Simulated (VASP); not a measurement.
Write the native input for VASP 6.6.1 that does the following.

- Task: relaxation of cell and atoms
- Functional: LDA
- Potentials or basis: VASP PAW LDA potentials, release 64 (Si, C)
- Cutoff: 600 eV
- k mesh: 12 × 12 × 12
- Occupations: gaussian, width 0.01 eV
- Spin: no spin polarisation
- Dipole correction: no
- Further INCAR settings: ALGO = Normal; EDIFF = 1e-07; IBRION = 2; EDIFFG = -0.001; NSW = 80; ISIF = 3

The structure of SiC lies in POSCAR:

```
SiC
1.0
    0.0000000000      2.1644841279      2.1644841279
    2.1644841279      0.0000000000      2.1644841279
    2.1644841279      2.1644841279      0.0000000000
Si C
1 1
Direct
    0.0000000000      0.0000000000      0.0000000000
    0.2500000000      0.2500000000      0.2500000000
```

The input as run:

INCAR

```
SYSTEM = SiC
PREC = Accurate ; ENCUT = 600
EDIFF = 1E-7 ; ISMEAR = 0
SIGMA = 0.01 ; LREAL = .False.
LASPH = .True. ; NELM = 120
ALGO = Normal ; ISIF = 3
LWAVE = .False. ; LCHARG = .False.
IBRION = 2 ; NSW = 80
EDIFFG = -0.001 ; GGA_COMPAT = .False.
NELMIN = 4
```

KPOINTS

```
regular mesh
0
Gamma
  12 12 12
  0 0 0
```

Potentials or basis: VASP PAW LDA potentials, release 64 (Si, C).

Launch:

```bash
$ cat potpaw_LDA.64/Si/POTCAR potpaw_LDA.64/C/POTCAR > POTCAR
$ mpirun -np 1 vasp_std > vasp.out
```

Results of the run:

```yaml
Relaxed_volume: 10.15 Å³/atom
Relaxed_cell: a = 3.062 Å, b = 3.062 Å, c = 3.062 Å, α = 60.00°, β = 60.00°, γ = 60.00°
Space_group_after_relaxing_to_0.1_Å: F-43m (No. 216)
Energy_gained_by_relaxing: 0.0 meV/atom
Ionic_steps: 3
Pressure_after_relaxing: 0.0 GPa
Band_gap_on_the_k_mesh: 1.29 eV (least direct gap 4.52 eV)
```

It took 9.5 s on 1 thread of Intel(R) Xeon(R) Platinum 8488C (Sapphire Rapids) (shared host), peak memory 0.13 GiB.
